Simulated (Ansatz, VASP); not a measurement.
## BaY: VASP beside Ansatz

The input INCAR:

```
SYSTEM = BaY
PREC = Accurate
ENCUT = 520
EDIFF = 1E-6
ISMEAR = -1
SIGMA = 0.05
LREAL = .FALSE.
LASPH = .TRUE.
NELM = 100
ALGO = Fast
ISIF = 2
LWAVE = .FALSE.
LCHARG = .FALSE.
GGA = PE
NBANDS = 18
```

File KPOINTS:

```
Automatic mesh
0
G
  6 6 6
  0 0 0
```

File POSCAR:

```
BaY
1.0
    4.2556898000      0.0000000000      0.0000000000
    0.0000000000      4.2556898000      0.0000000000
    0.0000000000      0.0000000000      4.4754226500
Ba Y
1 1
Direct
    0.0000000000      0.0000000000      0.0000000000
    0.5000000000      0.5000000000      0.5000000000
```

Contents of input.yaml:

```yaml
crystal:
  lattice:
    - [4.2556898, 0.0, 0.0]
    - [0.0, 4.2556898, 0.0]
    - [0.0, 0.0, 4.47542265]
  atoms:
    - { symbol: Ba, position: [0.0, 0.0, 0.0] }
    - { symbol: "Y", position: [0.5, 0.5, 0.5] }
kpoints:
  mp_grid: { grid: [6, 6, 6] }
scf:
  occupations: { method: fermi_dirac, width: 0.05 }
hamiltonian:
  xc: pbe
  pseudopotentials: { kind: all_electron, lapw: { basis_error: 0.001 } }
output:
  forces: true
  stress: true
  eigenvalues: true
  populations: true
```

Alike in both runs: task single point; functional PBE; k mesh 6 × 6 × 6; occupations fermi-dirac, width 0.05 eV; no spin polarisation.

|  | VASP | Ansatz |
| --- | --- | --- |
| version | VASP 6.6.1 | Ansatz 0.2.0 |
| potentials or method | VASP PAW PBE potentials, release 64 (Ba_sv, Y_sv), cutoff 520 eV | all-electron LAPW, scalar-relativistic |

Ansatz gave:

| Property | Result |
| --- | --- |
| gap on the k mesh at the Fermi level (eV) | none |
| pressure (GPa) | 1.2 |
| traceless stress, the component that is largest in VASP (GPa) | -0.29 |

Q: What did VASP give for the same quantities?

A: gap on the k mesh at the Fermi level (eV): none; pressure (GPa): 1.4; traceless stress, the component that is largest in VASP (GPa): -0.25.

A gap of «none» marks a metal or a gap that the smearing closes. Ansatz ran all-electron here, and VASP with PAW potentials.

Neither program's run includes spin-orbit coupling.
